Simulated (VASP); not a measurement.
# SnO2 in VASP: a series of runs

SnO2 is run at these levels: PBE+D3(BJ); tasks: single point.

All numbers are computed with VASP 6.6.1; they aren't measurements. Logs are shortened: lines on timing, memory, paths and dates and some standing lists are left out, and cuts for length are marked.

## 1. The cell of the first run

The typed cell holds 6 atoms: a = 3.237 Å, b = 4.681 Å, c = 5.607 Å, α = 113.53°, β = 90.00°, γ = 90.00°.

## 2. Single point, PBE+D3(BJ) (mode 4 frozen in at -0.264 Å and mode 5 at -0.027 Å (largest displacements))

Input file INCAR:

```
SYSTEM = SnO2
  PREC = Accurate
  ENCUT = 520
  EDIFF = 1E-6
  ISMEAR = 0
  SIGMA = 0.05
  LREAL = .False.
  LASPH = .True.
  NELM = 60
  ALGO = Normal
  ISIF = 2
  LWAVE = .False.
  LCHARG = .False.
  GGA = PE
  IVDW = 12
  NBANDS = 35
```

Input file KPOINTS:

```
regular mesh
0
Gamma
  8 6 6
  0 0 0
```

Input file POSCAR:

```
SnO2
1.0
    1.6186264610     -2.8035432689      0.0000000000
    1.6186264610      0.9345144230      4.2918257460
   -4.8558793830     -2.8035432689      0.0000000000
Sn O
2 4
Direct
    0.5084021856      0.4385267298     -0.0188144674
   -0.0084021856      0.5614732702      0.5188144674
    0.4960150187      0.7536670303      0.7751600430
    1.0039849813      0.7079330855      0.2120399956
    0.4960150187      0.2920669145      0.2879600044
    1.0039849813      0.2463329697      0.7248399570
```

Potentials or basis: VASP PAW PBE potentials, release 64 (Sn_d, O).

Run with:

```bash
$ cat potpaw_PBE.64/Sn_d/POTCAR potpaw_PBE.64/O/POTCAR > POTCAR
$ mpirun -np 1 vasp_std > vasp.out
```

OUTCAR:

```text
SYSTEM = SnO2
   PREC = Accurate
   ENCUT = 520
   EDIFF = 1E-6
   ISMEAR = 0
   LREAL = .False.
   LASPH = .True.
   NELM = 60
   ISIF = 2
   GGA = PE
   IVDW = 12
 IVDW          = 12

 ion  position               nearest neighbor table
   1  0.508  0.439  0.981-   5 2.09   6 2.10   6 2.12   4 2.13   4 2.15   3 2.21   2 3.24   2 3.27
                             2 3.29   2 3.32
   2  0.992  0.561  0.519-   4 2.09   3 2.10   3 2.12   5 2.13   5 2.15   6 2.21   1 3.24   1 3.27
                             1 3.29   1 3.32
   3  0.496  0.754  0.775-   2 2.10   2 2.12   1 2.21
   4  0.004  0.708  0.212-   2 2.09   1 2.13   1 2.15
   5  0.496  0.292  0.288-   1 2.09   2 2.13   2 2.15
   6  0.004  0.246  0.725-   1 2.10   1 2.12   2 2.21

  LATTYP: Found a simple monoclinic cell.
 ALAT       =     4.6811363002
 B/A-ratio  =     0.6915528014
 C/A-ratio  =     1.1978045881
 COS(beta)  =    -0.3992681960

  Lattice vectors:

 A1 = (   1.6186264610,   0.9345144230,   4.2918257460)
 A2 = (  -1.6186264610,   2.8035432689,   0.0000000000)
 A3 = (  -4.8558793830,  -2.8035432689,   0.0000000000)

Analysis of symmetry for initial positions (statically):
=====================================================================
 Subroutine PRICEL returns:
 Original cell was already a primitive cell.

 Routine SETGRP: Setting up the symmetry group for a
 simple monoclinic supercell.

 Subroutine GETGRP returns: Found  2 space group operations
 (whereof  1 operations were pure point group operations)
 out of a pool of  4 trial point group operations.

The static configuration has the point symmetry C_1 .
 The point group associated with its full space group is S_2 .

Analysis of symmetry for dynamics (positions and initial velocities):
=====================================================================
 Subroutine PRICEL returns:
 Original cell was already a primitive cell.

 Routine SETGRP: Setting up the symmetry group for a
 simple monoclinic supercell.

 Subroutine GETGRP returns: Found  2 space group operations
 (whereof  1 operations were pure point group operations)
 out of a pool of  4 trial point group operations.

The dynamic configuration has the point symmetry C_1 .
 The point group associated with its full space group is S_2 .

 Subroutine INISYM returns: Found  2 space group operations
 (whereof  1 operations are pure point group operations),
 and found     1 'primitive' translations

----------------------------------------------------------------------------------------

                                     Primitive cell

  volume of cell :      77.9033

  direct lattice vectors                    reciprocal lattice vectors
     1.618626461 -2.803543269  0.000000000     0.154451942 -0.267518611  0.000000000
     1.618626461  0.934514423  4.291825746     0.000000000  0.000000000  0.233001072
    -4.855879383 -2.803543269  0.000000000    -0.154451942 -0.089172870  0.077667024

  length of vectors
     3.237252922  4.681136300  5.607086538     0.308903884  0.233001072  0.194523443

  position of ions in fractional coordinates (direct lattice)
     0.508402186  0.438526730  0.981185533
     0.991597814  0.561473270  0.518814467
     0.496015019  0.753667030  0.775160043
     0.003984981  0.707933086  0.212039996
     0.496015019  0.292066914  0.287960004
     0.003984981  0.246332970  0.724839957

  ion indices of the primitive-cell ions
   primitive index   ion index
                 1           1
                 2           2
                 3           3
                 4           4
                 5           5
                 6           6

----------------------------------------------------------------------------------------

 KPOINTS: regular mesh

Automatic generation of k-mesh.
 Grid dimensions read from file:
 generate k-points for:    8    6    6

 Generating k-lattice:

  Cartesian coordinates                     Fractional coordinates (reciprocal lattice)
     0.019306493 -0.033439826  0.000000000     0.125000000  0.000000000 -0.000000000
     0.000000000  0.000000000  0.038833512     0.000000000  0.166666667  0.000000000
    -0.025741990 -0.014862145  0.012944504     0.000000000 -0.000000000  0.166666667

  Length of vectors
     0.038612985  0.038833512  0.032420574

  Shift w.r.t. Gamma in fractional coordinates (k-lattice)
     0.000000000  0.000000000  0.000000000

 Subroutine IBZKPT returns following result:
 ===========================================

 Found    148 irreducible k-points:

 Following reciprocal coordinates:
            Coordinates               Weight
  0.000000  0.000000  0.000000      1.000000
  0.125000 -0.000000  0.000000      2.000000
  0.250000 -0.000000  0.000000      2.000000
  0.375000 -0.000000  0.000000      2.000000
  0.500000 -0.000000  0.000000      1.000000
  0.000000  0.166667  0.000000      2.000000
[... 16 lines left out ...]
  0.125000  0.500000  0.000000      2.000000
[... 35 lines left out ...]
   ISMEAR =     0;   SIGMA  =   0.05  broadening in eV -4-tet -1-fermi 0-gaus
   EFERMI_NEDOS =   21; number of points for ismear=-14 and -15
   IALGO  =     38    algorithm
   IMIX   =      4    mixing-type and parameters
     AMIX     =   0.40;   BMIX     =  1.00
     AMIX_MAG =   1.60;   BMIX_MAG =  1.00
  volume/ion in A,a.u.               =      12.98        87.62
  Fermi-wavevector in a.u.,A,eV,Ry     =   1.430729  2.703685 27.850916  2.046985
  Thomas-Fermi vector in A             =   2.550542
   LORBIT       =      0    0 simple, 1 ext, 2 COOP (PROOUT), +10 PAW based schemes
   GGA     = PE    functional components
   LHFCALC =     F    Hartree Fock is set to
   AEXX    =    0.0000 exact exchange contribution
   IVDW    =    12    specifies the selected vdW correction
   LEPSILON=     F    determine dielectric tensor
   LRPA    =     F    only Hartree local field effects (RPA)
 non-spin polarized calculation
 Gauss-broadening in eV      SIGMA  =   0.05
  energy-cutoff  :      520.00
  volume of cell :       77.90
 maximum number of plane-waves:      2118
   NGX = 13   NGY = 17   NGZ = 21

 number of electron      51.9999988 magnetization

 Free energy of the ion-electron system (eV)
  ---------------------------------------------------
  ext. energy  EPLUGINS =         0.00000000
  ---------------------------------------------------
  free energy    TOTEN  =       -36.16095627 eV

  energy without entropy =      -36.16095627  energy(sigma->0) =      -36.16095627

 E-fermi :   5.2707     XC(G=0): -10.7683

 val. band max:        5.0586761580   @ k =  -0.0000   0.0000   0.5000
 cond. band min:       6.1370918222   @ k =   0.0000   0.0000   0.0000
 fundamental gap:      1.0784156642
 Fermi energy:         5.2707023678

 k-point     1 :       0.0000    0.0000    0.0000
  band No.  band energies     occupation
      1     -15.8440      2.00000
      2     -15.3667      2.00000
      3     -15.1789      2.00000
      4     -15.1504      2.00000
      5     -15.1179      2.00000
      6     -15.0839      2.00000
[... 27 lines left out ...]
     34      16.9599      0.00000
     35      17.4051      0.00000

 k-point     2 :       0.1250   -0.0000    0.0000
  band No.  band energies     occupation
      1     -15.7872      2.00000
      2     -15.3246      2.00000
      3     -15.2705      2.00000
      4     -15.1948      2.00000
      5     -15.1440      2.00000
      6     -15.1009      2.00000
[... 27 lines left out ...]
     34      16.4442      0.00000
     35      17.1080      0.00000

 k-point     3 :       0.2500   -0.0000    0.0000
  band No.  band energies     occupation
      1     -15.6440      2.00000
      2     -15.4783      2.00000
      3     -15.4336      2.00000
      4     -15.2484      2.00000
      5     -15.1072      2.00000
      6     -15.0677      2.00000
[... 27 lines left out ...]
     34      15.8900      0.00000
     35      16.9263      0.00000
[... 723 lines left out ...]
 k-point    23 :       0.1250    0.5000    0.0000
  band No.  band energies     occupation
      1     -15.7881      2.00000
      2     -15.3426      2.00000
      3     -15.2670      2.00000
      4     -15.1978      2.00000
      5     -15.1438      2.00000
      6     -15.1055      2.00000
[... 27 lines left out ...]
     34      16.6042      0.00000
     35      18.1478      0.00000

 k-point    24 :       0.2500    0.5000    0.0000
  band No.  band energies     occupation
      1     -15.6424      2.00000
      2     -15.4813      2.00000
      3     -15.4277      2.00000
      4     -15.2693      2.00000
      5     -15.1059      2.00000
      6     -15.0650      2.00000
[... 27 lines left out ...]
     34      16.4378      0.00000
     35      17.5340      0.00000

 [... further k-points ...]

------------------------ aborting loop because EDIFF is reached ----------------------------------------

 Edisp (eV)   -1.20605

 E8    (eV) :    -0.4793

  FORCE on cell =-STRESS in cart. coord.  units (eV):
  Direction    XX          YY          ZZ          XY          YZ          ZX
  --------------------------------------------------------------------------------------
  -------------------------------------------------------------------------------------
  Total      -0.76966    -0.61885    -1.90895    -0.21695    -0.09329    -0.14121
  in kB     -15.82892   -12.72731   -39.25983    -4.46177    -1.91855    -2.90421
  external pressure =      -22.61 kB  Pullay stress =        0.00 kB

 VOLUME and BASIS-vectors are now :
 -----------------------------------------------------------------------------
  energy-cutoff  :      520.00
  volume of cell :       77.90
      direct lattice vectors                 reciprocal lattice vectors
     1.618626461 -2.803543269  0.000000000     0.154451942 -0.267518611  0.000000000
     1.618626461  0.934514423  4.291825746     0.000000000  0.000000000  0.233001072
    -4.855879383 -2.803543269  0.000000000    -0.154451942 -0.089172870  0.077667024

 POSITION                                       TOTAL-FORCE (eV/Angst)
 -----------------------------------------------------------------------------------
     -3.23179     -3.76631      1.88208        -0.291224      0.173175      0.553692
     -0.00546     -3.70980      2.40975         0.291224     -0.173175     -0.553692
     -1.74132     -2.85948      3.23461         0.149541      0.080629     -0.040232
      0.12269      0.05594      3.03833        -0.057618      0.011126     -0.112928
     -0.12269     -1.92497      1.25350         0.057618     -0.011126      0.112928
     -3.11456     -1.81309      1.05722        -0.149541     -0.080629      0.040232
 -----------------------------------------------------------------------------------
    total drift:                                0.000000      0.000000      0.000000

  FREE ENERGIE OF THE ION-ELECTRON SYSTEM (eV)
  ---------------------------------------------------
  free  energy   TOTEN  =       -37.3670079816 eV

  energy  without entropy=      -37.3670079816  energy(sigma->0) =      -37.36700798
```

Run time: 2.1 min. Hardware: 1 thread of Intel Xeon 6975P-C (Granite Rapids), shared host; peak memory 0.42 GiB.

What came out:

```yaml
Free_energy: -37.3670 eV
Pressure: -2.3 GPa
Largest_force: 0.649 eV/Å
Band_gap_on_the_k_mesh: 1.08 eV, indirect (least direct gap 1.16 eV)
Dispersion_energy_per_atom: -0.201 eV
```

Forces on the atoms (eV/Å):
```
Sn  -0.291  0.173  0.554
Sn   0.291 -0.173 -0.554
O    0.150  0.081 -0.040
O   -0.058  0.011 -0.113
O    0.058 -0.011  0.113
O   -0.150 -0.081  0.040
```

Caveat: the cell differs from its parent crystal (mode 4 frozen in at -0.264 Å and mode 5 at -0.027 Å (largest displacements)); spin-orbit coupling is left out, which moves the levels of the heavy elements.

## 3. Single point, PBE+D3(BJ) (mode 4 frozen in at -0.352 Å and mode 5 at +0.000 Å (largest displacements))

Input file INCAR:

```
PREC = Accurate
ENCUT = 520
EDIFF = 1E-6
ISMEAR = 0
SIGMA = 0.05
LREAL = F
LASPH = T
NELM = 60
ALGO = Normal
ISIF = 2
LWAVE = F
LCHARG = F
GGA = PE
IVDW = 12
NBANDS = 35
```

Input file KPOINTS:

```
Automatic mesh
0
Gamma
  8 6 6
```

Input file POSCAR:

```
SnO2
1.0
    1.6186264610     -2.8035432689      0.0000000000
    1.6186264610      0.9345144230      4.2918257460
   -4.8558793830     -2.8035432689      0.0000000000
Sn O
2 4
Direct
    0.5000000000      0.4180356397     -0.0250859565
    0.0000000000      0.5819643603      0.5250859565
    0.5000000000      0.7612893544      0.7856800509
    1.0000000000      0.7003107614      0.2015199877
    0.5000000000      0.2996892386      0.2984800123
    1.0000000000      0.2387106456      0.7143199491
```

Potentials or basis: VASP PAW PBE potentials, release 64 (Sn_d, O).

Run with:

```bash
$ cat potpaw_PBE.64/Sn_d/POTCAR potpaw_PBE.64/O/POTCAR > POTCAR
$ mpirun -np 1 vasp_std > vasp.out
```

Wall time 2.1 min (1 thread of AMD EPYC 9R45 (Zen 5), shared host); peak memory 0.31 GiB.

The run converged. Its results:

- Free energy: -37.2433 eV
- Pressure: -4.3 GPa
- Largest force: 0.836 eV/Å
- Band gap on the k mesh: 0.81 eV, indirect (least direct gap 0.93 eV)
- Dispersion energy per atom: -0.201 eV

Forces on the atoms (eV/Å):
```
Sn  -0.320 -0.185  0.750
Sn   0.320  0.185 -0.750
O    0.294  0.170 -0.044
O   -0.085 -0.049 -0.267
O    0.085  0.049  0.267
O   -0.294 -0.170  0.044
```

Stress tensor (GPa, compression positive):
```
-3.37 -0.70 -0.25
-0.70 -2.56 -0.15
-0.25 -0.15 -6.86
```

Levels at points of the mesh, in eV from the valence-band top:
| k point | band 23 | band 24 | band 25 | band 26 | band 27 | band 28 | band 29 | band 30 |
| --- | --- | --- | --- | --- | --- | --- | --- | --- |
| (0.00, 0.00, 0.00) | -1.05 | -0.73 | -0.69 | -0.12 | 0.81 | 3.68 | 5.57 | 6.87 |
| (0.50, 0.00, 0.00) | -1.20 | -1.20 | -0.33 | -0.33 | 4.53 | 4.53 | 7.75 | 7.75 |
| (0.00, 0.50, 0.00) | -1.21 | -1.18 | -0.98 | -0.82 | 3.06 | 4.12 | 5.92 | 7.64 |
| (0.50, 0.50, 0.00) | -1.16 | -1.16 | -0.36 | -0.36 | 4.91 | 4.91 | 7.61 | 7.61 |
| (0.00, 0.00, 0.50) | -1.29 | -0.75 | -0.64 | 0.00 | 3.04 | 3.54 | 6.44 | 6.98 |
| (0.50, 0.00, 0.50) | -1.25 | -1.25 | -0.99 | -0.99 | 4.34 | 4.34 | 7.38 | 7.38 |
| (0.00, 0.50, 0.50) | -1.39 | -0.71 | -0.68 | -0.62 | 3.57 | 4.13 | 6.71 | 7.00 |
| (0.50, 0.50, 0.50) | -0.75 | -0.75 | -0.33 | -0.33 | 4.13 | 4.13 | 6.03 | 6.03 |

Caveat: the cell differs from its parent crystal (mode 4 frozen in at -0.352 Å and mode 5 at +0.000 Å (largest displacements)); spin-orbit coupling is left out, which moves the levels of the heavy elements. A k mesh can miss the band edges.

## 4. Single point, PBE+D3(BJ) (mode 4 frozen in at -0.440 Å and mode 5 at -0.054 Å (largest displacements))

Input file INCAR:

```
SYSTEM = SnO2
PREC = Accurate ; ENCUT = 520
EDIFF = 1E-7 ; ISMEAR = 0
SIGMA = 0.05 ; LREAL = .False.
LASPH = .True. ; NELM = 80
ALGO = Normal ; ISIF = 2
LWAVE = .False. ; LCHARG = .False.
GGA = PE ; IVDW = 12
NBANDS = 35
```

Input file KPOINTS:

```
regular mesh
0
Gamma
  8 6 6
  0 0 0
```

Input file POSCAR:

```
SnO2
1.0
    1.6186264610     -2.8035432689      0.0000000000
    1.6186264610      0.9345144230      4.2918257460
   -4.8558793830     -2.8035432689      0.0000000000
Sn O
2 4
Direct
    0.5168043713      0.3975445496     -0.0313574457
   -0.0168043713      0.6024554504      0.5313574457
    0.4920300375      0.7689116785      0.7962000588
    1.0079699625      0.6926884373      0.1909999798
    0.4920300375      0.3073115627      0.3090000202
    1.0079699625      0.2310883215      0.7037999412
```

Run with:

```bash
$ cat potpaw_PBE.64/Sn_d/POTCAR potpaw_PBE.64/O/POTCAR > POTCAR
$ mpirun -np 1 vasp_std > vasp.out
```

Wall time 2.2 min (1 thread of Intel Xeon 6975P-C (Granite Rapids), shared host); peak memory 0.42 GiB.

The run converged. Its results:

| Quantity | Value |
| --- | --- |
| Free energy | -37.0336 eV |
| Pressure | -6.3 GPa |
| Largest force | 1.284 eV/Å |
| Band gap on the k mesh | 0.53 eV, indirect (least direct gap 0.68 eV) |
| Dispersion energy per atom | -0.201 eV |

Forces in eV/Å, atoms in the order of the input:
```
Sn  -0.853  0.122  0.952
Sn   0.853 -0.122 -0.952
O    0.486  0.266  0.016
O   -0.231  0.000 -0.446
O    0.231  0.000  0.446
O   -0.486 -0.266 -0.016
```

Stress tensor (GPa, compression positive):
```
-4.91 -1.05 -0.14
-1.05 -4.07  0.06
-0.14  0.06 -9.99
```

Levels at points of the mesh, in eV from the valence-band top:
```csv
k point,band 24,band 25,band 26,band 27,band 28,band 29
"(0.00, 0.00, 0.00)",-0.97,-0.77,-0.15,0.53,3.35,5.53
"(0.50, 0.00, 0.00)",-1.09,-0.41,-0.36,4.06,4.19,7.28
"(0.00, 0.50, 0.00)",-1.21,-0.98,-0.71,2.89,3.76,5.85
"(0.50, 0.50, 0.00)",-1.38,-0.39,-0.33,4.62,4.67,7.15
"(0.00, 0.00, 0.50)",-0.98,-0.62,0.00,2.74,3.29,6.40
"(0.50, 0.00, 0.50)",-1.33,-1.01,-0.91,3.96,3.97,7.04
"(0.00, 0.50, 0.50)",-0.72,-0.65,-0.60,3.28,3.93,6.24
"(0.50, 0.50, 0.50)",-0.78,-0.44,-0.40,3.80,3.92,5.69
```

Caveat: the cell differs from its parent crystal (mode 4 frozen in at -0.440 Å and mode 5 at -0.054 Å (largest displacements)); spin-orbit coupling is left out, which moves the levels of the heavy elements; forces of over 1 eV/Å act on the atoms, so gaps and moduli don't describe the material at rest. A k mesh can miss the band edges.

## 5. Single point, PBE+D3(BJ) (mode 4 frozen in at -0.088 Å and mode 5 at -0.054 Å (largest displacements))

Input file INCAR:

```
ALGO     = Normal         # electronic algorithm
EDIFF    = 1E-7           # SCF threshold, eV
ENCUT    = 520            # plane-wave cutoff, eV
GGA      = PE             # functional
ISIF     = 2              # what is computed and relaxed
ISMEAR   = 0              # smearing method
IVDW     = 12             # dispersion correction
LASPH    = T              # aspherical terms in the spheres
LCHARG   = F              # write CHGCAR
LREAL    = F              # projectors in reciprocal space
LWAVE    = F              # write WAVECAR
NBANDS   = 35             # bands
NELM     = 80             # most SCF steps
PREC     = Accurate       # precision mode
SIGMA    = 0.05           # smearing width, eV
```

Input file KPOINTS:

```
k-points
0
Gamma
  8 6 6
```

Input file POSCAR:

```
SnO2
1.0
    1.6186264610     -2.8035432689      0.0000000000
    1.6186264610      0.9345144230      4.2918257460
   -4.8558793830     -2.8035432689      0.0000000000
Sn O
2 4
Direct
    0.5168043713      0.4795089099     -0.0062714891
   -0.0168043713      0.5204910901      0.5062714891
    0.4920300375      0.7384223820      0.7541200272
    1.0079699625      0.7231777338      0.2330800114
    0.4920300375      0.2768222662      0.2669199886
    1.0079699625      0.2615776180      0.7458799728
```

Run with:

```bash
$ cat potpaw_PBE.64/Sn_d/POTCAR potpaw_PBE.64/O/POTCAR > POTCAR
$ mpirun -np 1 vasp_std > vasp.out
```

Wall time 2.1 min (1 thread of Intel Xeon 6975P-C (Granite Rapids), shared host); peak memory 0.42 GiB.

The run converged. Its results:

* Free energy: -37.4837 eV
* Pressure: 0.4 GPa
* Largest force: 0.651 eV/Å
* Band gap on the k mesh: 1.48 eV, direct
* Dispersion energy per atom: -0.201 eV

Forces in eV/Å, atoms in the order of the input:
```
Sn  -0.318  0.538  0.180
Sn   0.318 -0.538 -0.180
O    0.010 -0.018  0.042
O   -0.040  0.028  0.057
O    0.040 -0.028 -0.057
O   -0.010  0.018 -0.042
```

Stress tensor (GPa, compression positive):
```
 0.79 -0.02 -0.15
-0.02  0.64 -0.13
-0.15 -0.13 -0.15
```

Levels at points of the mesh, in eV from the valence-band top:
```tsv
k point	band 24	band 25	band 26	band 27	band 28	band 29
(0.00, 0.00, 0.00)	-0.60	-0.11	0.00	1.48	4.66	5.47
(0.50, 0.00, 0.00)	-1.18	-0.21	-0.16	5.39	5.52	8.64
(0.00, 0.50, 0.00)	-1.10	-1.05	-0.95	3.43	5.13	5.80
(0.50, 0.50, 0.00)	-0.58	-0.41	-0.35	5.44	5.52	8.50
(0.00, 0.00, 0.50)	-0.73	-0.18	-0.02	3.89	4.08	6.53
(0.50, 0.00, 0.50)	-1.05	-0.97	-0.97	5.20	5.20	7.78
(0.00, 0.50, 0.50)	-0.83	-0.62	-0.58	4.33	4.49	7.32
(0.50, 0.50, 0.50)	-0.59	-0.09	-0.08	4.70	4.73	6.63
```

Caveat: the cell differs from its parent crystal (mode 4 frozen in at -0.088 Å and mode 5 at -0.054 Å (largest displacements)); spin-orbit coupling is left out, which moves the levels of the heavy elements.
